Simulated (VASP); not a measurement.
# SiC (P6_3mc) in VASP: further runs, part 3 of 3

VASP 6.6.1.

**4. Single point, r2SCAN (strain +4.0%)**

Contents of POSCAR:

```
SiC
1.0
    3.1983704888      0.0000000000      0.0000000000
   -1.5991852444      2.7698700940      0.0000000000
    0.0000000000      0.0000000000      5.2500324147
Si C
2 2
Direct
    0.3333333333      0.6666666667     -0.0005389124
    0.6666666667      0.3333333333      0.4994610876
    0.3333333333      0.6666666667      0.3755389124
    0.6666666667      0.3333333333      0.8755389124
```

Contents of INCAR.step1:

```
  PREC = Accurate
  ENCUT = 520
  ISMEAR = 0
  SIGMA = 0.01
  LREAL = False
  LASPH = True
  NELM = 60
  NBANDS = 16
  GGA = PE
  ALGO = Normal
  EDIFF = 1E-4
  LWAVE = True
  LCHARG = False
```

Contents of INCAR.step2:

```
  PREC = Accurate
  ENCUT = 520
  EDIFF = 1E-6
  ISMEAR = 0
  SIGMA = 0.01
  LREAL = False
  LASPH = True
  NELM = 60
  ALGO = Normal
  ISIF = 2
  LWAVE = False
  LCHARG = False
  METAGGA = R2SCAN
  LMIXTAU = True
  NBANDS = 16
  ISTART = 1
```

Contents of KPOINTS:

```
Automatic mesh
0
Gamma
  12 12 6
```

Potentials or basis: VASP PAW PBE potentials, release 64 (Si, C).

Run with:

```console
$ cat potpaw_PBE.64/Si/POTCAR potpaw_PBE.64/C/POTCAR > POTCAR
$ cp INCAR.step1 INCAR
$ mpirun -np 1 vasp_std > vasp.out
$ cp INCAR.step2 INCAR
$ mpirun -np 1 vasp_std > vasp.out
```

OUTCAR:

```text
PREC = Accurate
   ENCUT = 520
   EDIFF = 1E-6
   ISMEAR = 0
   LREAL = False
   LASPH = True
   NELM = 60
   ISIF = 2
   METAGGA = R2SCAN
   ISTART = 1

 ion  position               nearest neighbor table
   1  0.333  0.667  0.999-   4 1.96   4 1.96   4 1.96   3 1.97
   2  0.667  0.333  0.499-   3 1.96   3 1.96   3 1.96   4 1.97
   3  0.333  0.667  0.376-   2 1.96   2 1.96   2 1.96   1 1.97
   4  0.667  0.333  0.876-   1 1.96   1 1.96   1 1.96   2 1.97

  LATTYP: Found a hexagonal cell.
 ALAT       =     3.1983704888
 C/A-ratio  =     1.6414710032

  Lattice vectors:

 A1 = (   3.1983704888,   0.0000000000,   0.0000000000)
 A2 = (  -1.5991852444,   2.7698700940,   0.0000000000)
 A3 = (   0.0000000000,   0.0000000000,   5.2500324147)

Analysis of symmetry for initial positions (statically):
=====================================================================
 Subroutine PRICEL returns:
 Original cell was already a primitive cell.

 Routine SETGRP: Setting up the symmetry group for a
 hexagonal supercell.

 Subroutine GETGRP returns: Found 12 space group operations
 (whereof  6 operations were pure point group operations)
 out of a pool of 24 trial point group operations.

The static configuration has the point symmetry C_3v.
 The point group associated with its full space group is C_6v.

Analysis of symmetry for dynamics (positions and initial velocities):
=====================================================================
 Subroutine PRICEL returns:
 Original cell was already a primitive cell.

 Routine SETGRP: Setting up the symmetry group for a
 hexagonal supercell.

 Subroutine GETGRP returns: Found 12 space group operations
 (whereof  6 operations were pure point group operations)
 out of a pool of 24 trial point group operations.

The dynamic configuration has the point symmetry C_3v.
 The point group associated with its full space group is C_6v.

 Subroutine INISYM returns: Found 12 space group operations
 (whereof  6 operations are pure point group operations),
 and found     1 'primitive' translations

----------------------------------------------------------------------------------------

                                     Primitive cell

  volume of cell :      46.5104

  direct lattice vectors                    reciprocal lattice vectors
     3.198370489  0.000000000  0.000000000     0.312659213  0.180513881  0.000000000
    -1.599185244  2.769870094  0.000000000     0.000000000  0.361027762  0.000000000
     0.000000000  0.000000000  5.250032415     0.000000000  0.000000000  0.190475014

  length of vectors
     3.198370489  3.198370489  5.250032415     0.361027762  0.361027762  0.190475014

  position of ions in fractional coordinates (direct lattice)
     0.333333333  0.666666667  0.999461088
     0.666666667  0.333333333  0.499461088
     0.333333333  0.666666667  0.375538912
     0.666666667  0.333333333  0.875538912

  ion indices of the primitive-cell ions
   primitive index   ion index
                 1           1
                 2           2
                 3           3
                 4           4

[... 25 lines left out ...]

 Following reciprocal coordinates:
            Coordinates               Weight
  0.000000  0.000000  0.000000      1.000000
  0.083333  0.000000  0.000000      6.000000
  0.166667  0.000000  0.000000      6.000000
  0.250000  0.000000  0.000000      6.000000
  0.333333  0.000000  0.000000      6.000000
  0.416667  0.000000  0.000000      6.000000
[... 16 lines left out ...]
  0.250000  0.000000  0.166667     12.000000
  0.333333  0.000000  0.166667     12.000000
 [... further k-points ...]
   k-points           NKPTS =     76   k-points in BZ     NKDIM =     76   number of bands    NBANDS=     16
   number of dos      NEDOS =    301   number of ions     NIONS =      4
   total plane-waves  NPLWV =  23040
   dimension x,y,z NGX =    24 NGY =   24 NGZ =   40
   dimension x,y,z NGXF=    48 NGYF=   48 NGZF=   80
   ions per type =               2   2
   NGX,Y,Z   is equivalent  to a cutoff of  12.47, 12.47, 12.67 a.u.
   NGXF,Y,Z  is equivalent  to a cutoff of  24.95, 24.95, 25.33 a.u.
 SYSTEM =  unknown system
   PREC   = accura    normal or accurate (medium, high low for compatibility)
   ISTART =      1    job   : 0-new  1-cont  2-samecut
   ICHARG =      0    charge: 1-file 2-atom 10-const
   ISPIN  =      1    spin polarized calculation?
   LNONCOLLINEAR =      F non collinear calculations
   LSORBIT =      F    spin-orbit coupling
   LASPH  =      T    aspherical Exc in radial PAW
   ENCUT  =  520.0 eV  38.22 Ry    6.18 a.u.   5.95  5.95  9.76*2*pi/ulx,y,z
   NELM   =     60;   NELMIN=  2; NELMDL=  0     # of ELM steps
   EDIFF  = 0.1E-05   stopping-criterion for ELM
   LREAL  =      F    real-space projection
   EDIFFG = 0.1E-04   stopping-criterion for IOM
   NSW    =      0    number of steps for IOM
   IBRION =     -1    ionic relax: 0-MD 1-quasi-New 2-CG
   NFREE  =      0    steps in history (QN), initial steepest desc. (CG)
   ISIF   =      2    stress and relaxation
   ISYM   =      2    0-nonsym 1-usesym 2-fastsym
   POTIM  = 0.5000    time-step for ionic-motion
   TEBEG  =    0.0;   TEEND  =   0.0 temperature during run
   PSTRESS=    0.0 pullay stress
   NELECT =      16.0000    total number of electrons
   NUPDOWN=      -1.0000    fix difference up-down
   EMIN   =  10.00;   EMAX   =-10.00  energy-range for DOS
   EFERMI =   0.00;   METHOD = LEGACY
   ISMEAR =     0;   SIGMA  =   0.01  broadening in eV -4-tet -1-fermi 0-gaus
   EFERMI_NEDOS =   21; number of points for ismear=-14 and -15
   IALGO  =     38    algorithm
   IMIX   =      4    mixing-type and parameters
     AMIX     =   0.40;   BMIX     =  1.00
     AMIX_MAG =   1.60;   BMIX_MAG =  1.00
  volume/ion in A,a.u.               =      11.63        78.47
  Fermi-wavevector in a.u.,A,eV,Ry     =   1.147092  2.167689 17.902807  1.315819
  Thomas-Fermi vector in A             =   2.283773
   LORBIT       =      0    0 simple, 1 ext, 2 COOP (PROOUT), +10 PAW based schemes
   METAGGA = R2SCAN    functional components
   LHFCALC =     F    Hartree Fock is set to
   AEXX    =    0.0000 exact exchange contribution
   IVDW    =     0    specifies the selected vdW correction
   LEPSILON=     F    determine dielectric tensor
   LRPA    =     F    only Hartree local field effects (RPA)
 non-spin polarized calculation
 Gauss-broadening in eV      SIGMA  =   0.01
  energy-cutoff  :      520.00
  volume of cell :       46.51
 maximum number of plane-waves:      1290
 NGX is ok and might be reduce to    24
   NGX = 11   NGY = 11   NGZ = 19

 number of electron      16.0000000 magnetization

 Free energy of the ion-electron system (eV)
  ---------------------------------------------------
  ext. energy  EPLUGINS =         0.00000000
  ---------------------------------------------------
  free energy    TOTEN  =       -38.25758610 eV

  energy without entropy =      -38.25758610  energy(sigma->0) =      -38.25758610

 E-fermi :   6.9855     XC(G=0): -11.4097

 val. band max:        6.8640756685   @ k =   0.0000   0.0000   0.0000
 cond. band min:       9.6909663567   @ k =   0.3333   0.3333   0.0000
 fundamental gap:      2.8268906882
 Fermi energy:         6.9854701893

 k-point     1 :       0.0000    0.0000    0.0000
  band No.  band energies     occupation
      1      -8.5632      2.00000
      2      -5.3577      2.00000
      3      -1.4744      2.00000
      4       5.5414      2.00000
      5       5.5414      2.00000
      6       6.7690      2.00000
[... 433 lines left out ...]
      3      -0.4109      2.00000
      4       1.5087      2.00000
      5       2.0565      2.00000
      6       4.0873      2.00000
[... 8 lines left out ...]
     15      17.8942      0.00000
     16      18.7667      0.00000

 [... further k-points ...]

------------------------ aborting loop because EDIFF is reached ----------------------------------------

  FORCE on cell =-STRESS in cart. coord.  units (eV):
  Direction    XX          YY          ZZ          XY          YZ          ZX
  --------------------------------------------------------------------------------------
  -------------------------------------------------------------------------------------
  Total       -6.2522103     -6.2522103     -6.0958608      0.0000000      0.0000000      0.0000000
  in kB     -215.3743619   -215.3743619   -209.9884787      0.0000000      0.0000000      0.0000000
  external PRESSURE =    -213.5790675 kB  Pullay stress =       0.0000000 kB

 VOLUME and BASIS-vectors are now :
 -----------------------------------------------------------------------------
  energy-cutoff  :      520.00
  volume of cell :       46.51
      direct lattice vectors                 reciprocal lattice vectors
     3.198370489  0.000000000  0.000000000     0.312659213  0.180513881  0.000000000
    -1.599185244  2.769870094  0.000000000     0.000000000  0.361027762  0.000000000
     0.000000000  0.000000000  5.250032415     0.000000000  0.000000000  0.190475014

 POSITION                                       TOTAL-FORCE (eV/Angst)
 -----------------------------------------------------------------------------------
     -0.00000      1.84658      5.24720         0.000000     -0.000000      0.001021
      1.59919      0.92329      2.62219        -0.000000      0.000000      0.001021
     -0.00000      1.84658      1.97159        -0.000000      0.000000     -0.001021
      1.59919      0.92329      4.59661        -0.000000      0.000000     -0.001021
 -----------------------------------------------------------------------------------
    total drift:                                0.000000      0.000000      0.000176

  FREE ENERGIE OF THE ION-ELECTRON SYSTEM (eV)
  ---------------------------------------------------
  free  energy   TOTEN  =       -38.2575860958 eV

  energy  without entropy=      -38.2575860958  energy(sigma->0) =      -38.25758610
```

Run time: 4.2 min. Hardware: 1 thread of Intel Xeon 8259CL, shared host; peak memory 0.19 GiB.

What came out:

| Quantity | Value |
| --- | --- |
| Free energy | -38.2576 eV |
| Pressure | -21.4 GPa |
| Band gap on the k mesh | 2.83 eV (least direct gap 4.21 eV) |

Caveat: the cell differs from its parent crystal (strain +4.0%); the cell stands under tension; the PAW data sets were made with another functional, which shifts forces and pressure a little. A k mesh can miss the band edges.

**5. Single point, HSE06 (strain +3.0%)**

Contents of POSCAR:

```
SiC
1.0
    3.1676169264      0.0000000000      0.0000000000
   -1.5838084632      2.7432367277      0.0000000000
    0.0000000000      0.0000000000      5.1995513337
Si C
2 2
Direct
    0.3333333333      0.6666666667     -0.0005020703
    0.6666666667      0.3333333333      0.4994979297
    0.3333333333      0.6666666667      0.3755020703
    0.6666666667      0.3333333333      0.8755020703
```

Contents of INCAR.step1:

```
SYSTEM = SiC
ALGO     = Normal         ! electronic algorithm
EDIFF    = 1E-5           ! SCF threshold, eV
ENCUT    = 520            ! plane-wave cutoff, eV
GGA      = PE             ! functional
ISIF     = 2              ! what is computed and relaxed
ISMEAR   = 0              ! smearing method
LASPH    = .True.         ! aspherical terms in the spheres
LCHARG   = .False.        ! write CHGCAR
LREAL    = .False.        ! projectors in reciprocal space
LWAVE    = .True.         ! write WAVECAR
NBANDS   = 16             ! bands
NELM     = 80             ! most SCF steps
PREC     = Accurate       ! precision mode
SIGMA    = 0.01           ! smearing width, eV
```

Contents of INCAR.step2:

```
SYSTEM = SiC
ALGO     = Normal         ! electronic algorithm
EDIFF    = 1E-6           ! SCF threshold, eV
ENCUT    = 520            ! plane-wave cutoff, eV
GGA      = PE             ! functional
HFSCREEN = 0.2079         ! screening, 1/A
ISIF     = 2              ! what is computed and relaxed
ISMEAR   = 0              ! smearing method
ISTART   = 1            
LASPH    = .True.         ! aspherical terms in the spheres
LCHARG   = .False.        ! write CHGCAR
LHFCALC  = .True.         ! exact exchange
LREAL    = .False.        ! projectors in reciprocal space
LWAVE    = .False.        ! write WAVECAR
NBANDS   = 16             ! bands
NELM     = 80             ! most SCF steps
PREC     = Accurate       ! precision mode
PRECFOCK = Normal       
SIGMA    = 0.01           ! smearing width, eV
```

Contents of KPOINTS:

```
k-points
0
Gamma
  6 6 4
  0 0 0
```

Run with:

```console
$ cat potpaw_PBE.64/Si/POTCAR potpaw_PBE.64/C/POTCAR > POTCAR
$ cp INCAR.step1 INCAR
$ mpirun -np 1 vasp_std > vasp.out
$ cp INCAR.step2 INCAR
$ mpirun -np 1 vasp_std > vasp.out
```

Run time: 25 min. Hardware: 1 thread of Intel Xeon Platinum 8259CL at 2.50GHz (Skylake/Cascade Lake), shared host; peak memory 0.26 GiB.

It converged, with:

```
Free energy            : -34.5758 eV
Pressure               : -18.5 GPa
Largest force          : 0.017 eV/Å
Band gap on the k mesh : 3.30 eV (least direct gap 4.85 eV)
```

Forces in eV/Å, atoms in the order of the input:
```
Si   0.000  0.000 -0.017
Si   0.000  0.000 -0.017
C    0.000  0.000  0.017
C    0.000  0.000  0.017
```

Levels at points of the mesh, in eV from the valence-band top:
| k point | band 6 | band 7 | band 8 | band 9 | band 10 | band 11 |
| --- | --- | --- | --- | --- | --- | --- |
| (0.00, 0.00, 0.00) | -0.10 | 0.00 | 0.00 | 5.18 | 6.46 | 7.34 |
| (0.50, 0.00, 0.00) | -3.46 | -3.26 | -1.29 | 3.56 | 5.14 | 7.40 |
| (0.00, 0.00, 0.50) | -0.77 | -0.77 | -0.77 | 6.31 | 6.31 | 8.11 |
| (0.50, 0.00, 0.50) | -2.56 | -2.45 | -2.45 | 4.04 | 4.04 | 5.97 |

Caveat: the cell differs from its parent crystal (strain +3.0%); the cell stands under tension; the PAW data sets were made with another functional, which shifts forces and pressure a little.

**6. The runs side by side**

| level | cell | k mesh | grid for exact exchange (PRECFOCK) | share of exact exchange | screening parameter | gap on the mesh (eV) | pressure (GPa) |
| --- | --- | --- | --- | --- | --- | --- | --- |
| r2SCAN | a = 3.137, b = 3.137, c = 5.149 Å, angles 90.0, 90.0, 120.0°, 4 atoms, atomic positions A | 12 × 12 × 6 | - | - | - | 2.75 | -12.2 |
| r2SCAN | a = 3.168, b = 3.168, c = 5.200 Å, angles 90.0, 90.0, 120.0°, 4 atoms, atomic positions A | 12 × 12 × 6 | - | - | - | 2.79 | -17.1 |
| r2SCAN | a = 3.198, b = 3.198, c = 5.250 Å, angles 90.0, 90.0, 120.0°, 4 atoms, atomic positions B | 12 × 12 × 6 | - | - | - | 2.83 | -21.4 |
| HSE06 | a = 3.168, b = 3.168, c = 5.200 Å, angles 90.0, 90.0, 120.0°, 4 atoms, atomic positions A | 6 × 6 × 4 | Normal | 0.25 | 0.2079 1/Å | 3.30 | -18.5 |

Alike in all rows: task single point; potentials or basis VASP PAW PBE potentials, release 64 (Si, C); no spin polarisation; cutoff (eV) 520; smearing gaussian 0.01 eV.

Caveats: the cell stands under tension; the PAW data sets were made with another functional, which shifts forces and pressure a little.

Total energies depend on the potentials used, so only differences within one code and one set of settings carry meaning.
